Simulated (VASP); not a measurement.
## Cu: relaxation of cell and atoms with PBE

Cu:

```
Cu
1.0
     1.93100    0.00000    0.00000
    -0.96550    1.67230    0.00000
     0.00000    0.00000    1.81514
Cu
1
Direct
  0.00000 0.00000 0.00000
```

| Property | Result |
| --- | --- |
| Program | VASP 6.6.1 |
| Task | relaxation of cell and atoms |
| Functional | PBE |
| Potentials or basis | VASP PAW PBE potentials, release 64 (Cu) |
| Cutoff | 600 eV |
| k mesh | 22 × 22 × 21 |
| Occupations | fermi-dirac, width 0.08 eV |
| Spin | no spin polarisation |
| Target pressure | 600 GPa |
| Dipole correction | no |
| Further INCAR settings | ALGO = Normal; EDIFF = 1e-06; IBRION = 2; EDIFFG = -0.005; NSW = 60; ISIF = 3 |

The relaxed volume is 6.04 Å³/atom, the relaxed cell is a = 1.942 Å, b = 1.942 Å, c = 1.850 Å, α = 90.00°, β = 90.00°, γ = 120.00° and the space group after relaxing (to 0.05 Å) is P6/mmm (No. 191). The energy change on relaxing (the enthalpy is what falls) is -733.4 meV/atom and the ionic steps are 9. The pressure after relaxing is 599.9 GPa.

Stress tensor (GPa, compression positive):
```
599.92   0.00   0.00
  0.00 599.92   0.00
  0.00   0.00 600.00
```

The path:
```tsv
step	energy change (eV)	largest force (eV/Å)	pressure (GPa)	volume (Å³)
1	0.0000	0.0000	672.26	5.86
2	-5.3692	0.0000	159.95	8.38
3	-0.9457	0.0000	578.73	6.10
4	-0.7712	0.0000	595.53	6.05
5	-0.7566	0.0000	597.27	6.05
6	-0.4979	0.0000	622.89	5.99
7	-0.7227	0.0000	601.15	6.04
8	-0.8156	0.0000	591.93	6.07
9	-0.7334	0.0000	599.95	6.04
```

Final structure:
```xyz
1
Lattice="1.9421 0.0000 0.0000 -0.9710 1.6819 0.0000 0.0000 0.0000 1.8505" Properties=species:S:1:pos:R:3 pbc="T T T"
Cu    0.0000    0.0000    0.0000
```

Levels at points of the mesh, in eV from the Fermi level:
```
           k point  band 2  band 3  band 4  band 5  band 6  band 7  band 8  band 9
(0.00, 0.00, 0.00)  -10.34   -6.77   -6.77   -2.45   -2.45   26.31   27.01   34.86
(0.50, 0.00, 0.00)   -8.82   -5.10   -3.79   -2.98   -2.15    8.23   22.68   32.50
```

Run time: 86 s on 1 thread of AMD EPYC 9R45 96-Core Processor (Zen 5), on a shared host, peak memory 0.13 GiB.

Caveat: the cell is relaxed towards a set pressure, so the enthalpy falls and the energy may rise.
